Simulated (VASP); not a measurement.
# Li3Dy in VASP: further runs, part 2 of 2

VASP 6.6.1. Earlier steps stand in the parts before.

### 4 Single point, PBE

This run uses another cell than the first one, of 25.51 Å³/atom.

INCAR reads:

```
SYSTEM = Li3Dy
ALGO     = Normal         ! electronic algorithm
EDIFF    = 1E-6           ! SCF threshold, eV
ENCUT    = 750            ! plane-wave cutoff, eV
GGA      = PE             ! functional
GGA_COMPAT= .FALSE.      
ISIF     = 2              ! what is computed and relaxed
ISMEAR   = 0              ! smearing method
LASPH    = .TRUE.         ! aspherical terms in the spheres
LCHARG   = .FALSE.        ! write CHGCAR
LMAXMIX  = 6              ! l up to which the mixer works
LREAL    = .FALSE.        ! projectors in reciprocal space
LWAVE    = .FALSE.        ! write WAVECAR
NBANDS   = 17             ! bands
NELM     = 200            ! most SCF steps
PREC     = Accurate       ! precision mode
SIGMA    = 0.1            ! smearing width, eV
```

KPOINTS reads:

```
k-points
0
G
  6 6 4
  0 0 0
```

POSCAR reads:

```
Li3Dy
1.0
    4.1290793918      0.0000000000      0.0000000000
    0.0000000000      4.1290793918      0.0000000000
    0.0000000000      0.0000000000      5.9848003404
Li Dy
3 1
Direct
    0.0000000000      0.0000000000      0.0000000000
    0.5000000000      0.5000000000      0.0000000000
    0.0000000000      0.0000000000      0.5000000000
    0.5000000000      0.5000000000      0.5000000000
```

Potentials or basis: VASP PAW PBE potentials, release 64 (Li_sv, Dy_3), 4f in core.

The run is started by

```console
$ cat potpaw_PBE.64/Li_sv/POTCAR potpaw_PBE.64/Dy_3/POTCAR > POTCAR
$ mpirun -np 1 vasp_std > vasp.out
```

OUTCAR:

```text
SYSTEM = Li3Dy
   EDIFF = 1E-6
   ENCUT = 750
   GGA = PE
   ISIF = 2
   ISMEAR = 0
   LASPH = .TRUE.
   LREAL = .FALSE.
   NELM = 200
   PREC = Accurate

 ion  position               nearest neighbor table
   1  0.000  0.000  0.000-
   2  0.500  0.500  0.000-   4 2.99   4 2.99
   3  0.000  0.000  0.500-   4 2.92   4 2.92   4 2.92   4 2.92
   4  0.500  0.500  0.500-   3 2.92   3 2.92   3 2.92   3 2.92   2 2.99   2 2.99

  LATTYP: Found a simple tetragonal cell.
[... 678 lines left out ...]

  FORCE on cell =-STRESS in cart. coord.  units (eV):
  Direction    XX          YY          ZZ          XY          YZ          ZX
  --------------------------------------------------------------------------------------
  -------------------------------------------------------------------------------------
  Total       -0.0226798     -0.0226798     -0.0286984      0.0000000      0.0000000      0.0000000
  in kB       -0.3561178     -0.3561178     -0.4506221      0.0000000      0.0000000      0.0000000
  external PRESSURE =      -0.3876192 kB  Pullay stress =       0.0000000 kB

 VOLUME and BASIS-vectors are now :
 -----------------------------------------------------------------------------
  energy-cutoff  :      750.00
  volume of cell :      102.04
      direct lattice vectors                 reciprocal lattice vectors
     4.129079392  0.000000000  0.000000000     0.242184735  0.000000000  0.000000000
     0.000000000  4.129079392  0.000000000     0.000000000  0.242184735  0.000000000
     0.000000000  0.000000000  5.984800340     0.000000000  0.000000000  0.167089952

 POSITION                                       TOTAL-FORCE (eV/Angst)
 -----------------------------------------------------------------------------------
      0.00000      0.00000      0.00000         0.000000      0.000000      0.000000
      2.06454      2.06454      0.00000         0.000000      0.000000      0.000000
      0.00000      0.00000      2.99240         0.000000      0.000000      0.000000
      2.06454      2.06454      2.99240         0.000000      0.000000      0.000000
 -----------------------------------------------------------------------------------
    total drift:                               -0.000000      0.000000     -0.000000

  FREE ENERGIE OF THE ION-ELECTRON SYSTEM (eV)
  ---------------------------------------------------
  free  energy   TOTEN  =        -8.4107304135 eV

  energy  without entropy=       -8.3848416212  energy(sigma->0) =       -8.39778602
```

stdout:

```text
POSCAR found type information on POSCAR LiDy
 POSCAR found :  2 types and       4 ions
 scaLAPACK will be used
 LDA part: xc-table for (Slater+PW92), standard interpolation
 POSCAR, INCAR and KPOINTS ok, starting setup
 FFT: planning ... GRIDC
 FFT: planning ... GRID_SOFT
 FFT: planning ... GRID
 WAVECAR not read
 entering main loop
```

Wall time 75 s (1 thread of Intel Xeon Platinum 8375C at 2.90GHz (Ice Lake), shared host); peak memory 0.32 GiB.

What came out:

```
Free energy            : -8.4107 eV
Pressure               : 0.0 GPa
Band gap on the k mesh : zero (bands 9 and 10 overlap by 0.69 eV)
```

Caveat: spin-orbit coupling is left out, which moves the levels of the heavy elements; the 4f electrons are frozen in the core, so they carry no moment and show no levels. Spin polarisation is off, so any magnetic state and its effect on volume and gap are missing.

### 5 Relaxation of cell and atoms, PBE

INCAR reads:

```
PREC = Accurate
ENCUT = 750
EDIFF = 1E-7
ISMEAR = 0
SIGMA = 0.1
LREAL = False
LASPH = True
NELM = 200
ALGO = Normal
ISIF = 3
LWAVE = False
LCHARG = False
GGA = PE
IBRION = 2
NSW = 90
EDIFFG = -0.04
GGA_COMPAT = False
NELMIN = 4
LMAXMIX = 6
```

KPOINTS reads:

```
Automatic mesh
0
Gamma
  6 6 4
```

POSCAR reads:

```
Li3Dy
1.0
    3.6124226500      0.0000000000      0.0000000000
    0.0000000000      3.6124226500      0.0000000000
    0.0000000000      0.0000000000      4.9258011400
Li Dy
3 1
Direct
    0.0000000000      0.0000000000      0.0000000000
    0.5000000000      0.5000000000      0.0000000000
    0.0000000000      0.0000000000      0.5000000000
    0.5000000000      0.5000000000      0.5000000000
```

The run is started by

```console
$ cat potpaw_PBE.64/Li_sv/POTCAR potpaw_PBE.64/Dy_3/POTCAR > POTCAR
$ mpirun -np 1 vasp_std > vasp.out
```

Run time: 2.7 min. Hardware: 1 thread of Intel Xeon Platinum 8375C at 2.90GHz (Ice Lake), shared host; peak memory 0.24 GiB.

It converged, with:

| Property | Result |
| --- | --- |
| Free energy | -8.3802 eV |
| Relaxed volume | 25.45 Å³/atom |
| Relaxed cell | a = 4.118 Å, b = 4.118 Å, c = 6.004 Å, α = 90.00°, β = 90.00°, γ = 90.00° |
| Space group after relaxing (to 0.1 Å) | P4/mmm (No. 123) |
| Energy gained by relaxing | 330.2 meV/atom |
| Ionic steps | 6 |
| Pressure after relaxing | 0.0 GPa |
| Band gap on the k mesh | zero (bands 9 and 10 overlap by 0.68 eV) |

Stress tensor (GPa, compression positive):
```
 0.18  0.00  0.00
 0.00  0.18  0.00
 0.00  0.00 -0.24
```

The path:
```
step  energy change (eV)  largest force (eV/Å)  pressure (GPa)  volume (Å³)
   1              0.0000                0.0000           14.62        64.28
   2             -0.9435                0.0000            6.03        78.88
   3             -1.2929                0.0000            1.32        94.97
   4             -1.3161                0.0000            0.31       100.31
   5             -1.3167                0.0000            0.15       101.25
   6             -1.3210                0.0000            0.04       101.79
```

Final structure:
```cif
data_structure
_symmetry_space_group_name_H-M 'P 1'
_symmetry_Int_Tables_number 1
_cell_length_a 4.1177
_cell_length_b 4.1177
_cell_length_c 6.0036
_cell_angle_alpha 90.000
_cell_angle_beta 90.000
_cell_angle_gamma 90.000
_cell_volume 101.79
loop_
_atom_site_label
_atom_site_type_symbol
_atom_site_fract_x
_atom_site_fract_y
_atom_site_fract_z
_atom_site_occupancy
Li1 Li 0.00000 0.00000 0.00000 1
Li2 Li 0.50000 0.50000 0.00000 1
Li3 Li 0.00000 0.00000 0.50000 1
Dy1 Dy 0.50000 0.50000 0.50000 1
```

Levels at points of the mesh, in eV from the Fermi level:
```csv
k point,band 7,band 8,band 9,band 10,band 11,band 12
"(0.00, 0.00, 0.00)",-3.91,-0.58,-0.41,0.05,2.24,2.24
"(0.50, 0.00, 0.00)",-2.43,-1.25,-0.39,-0.06,0.81,2.01
"(0.50, 0.50, 0.00)",-0.71,-0.23,-0.23,0.12,0.76,0.76
"(0.00, 0.00, 0.50)",-3.39,-2.25,0.10,0.32,1.72,1.72
"(0.50, 0.00, 0.50)",-1.98,-1.45,-0.41,-0.29,0.51,0.85
"(0.50, 0.50, 0.50)",-0.63,-0.52,-0.52,0.39,1.01,1.01
```

Caveat: the volume moved by over 15 % at a fixed basis, so the end points are rough; spin-orbit coupling is left out, which moves the levels of the heavy elements; the 4f electrons are frozen in the core, so they carry no moment and show no levels. Spin polarisation is off, so any magnetic state and its effect on volume and gap are missing.

### 6 The runs side by side

| task | cell | k mesh | gap on the mesh (eV) | pressure (GPa) |
| --- | --- | --- | --- | --- |
| single point | a = 3.612, b = 3.612, c = 4.926 Å, 4 atoms, atomic positions A | 6 × 6 × 4 | none | 14.6 |
| single point | a = 3.415, b = 3.494, c = 7.551 Å, 4 atoms, atomic positions B | 6 × 6 × 2 | none | 0.1 |
| single point | a = 4.129, b = 4.129, c = 5.985 Å, 4 atoms, atomic positions A | 6 × 6 × 4 | none | 0.0 |
| relaxation of cell and atoms | relaxed from a = 3.612, b = 3.612, c = 4.926 Å, 4 atoms, atomic positions A | 6 × 6 × 4 | none | 0.0 |

Alike in all rows: level PBE; potentials or basis VASP PAW PBE potentials, release 64 (Li_sv, Dy_3), 4f in core; no spin polarisation; cutoff (eV) 750; smearing gaussian 0.1 eV.

Caveats: some runs use coarse meshes; spin-orbit coupling is left out, which moves the levels of the heavy elements; the 4f electrons are frozen in the core, so they carry no moment and show no levels; the stress differs along the axes, from 12 to 20 GPa (at least some runs); the volume moved by over 15 % at a fixed basis, so the end points are rough (at least some runs).

Total energies depend on the potentials used, so only differences within one code and one set of settings carry meaning.
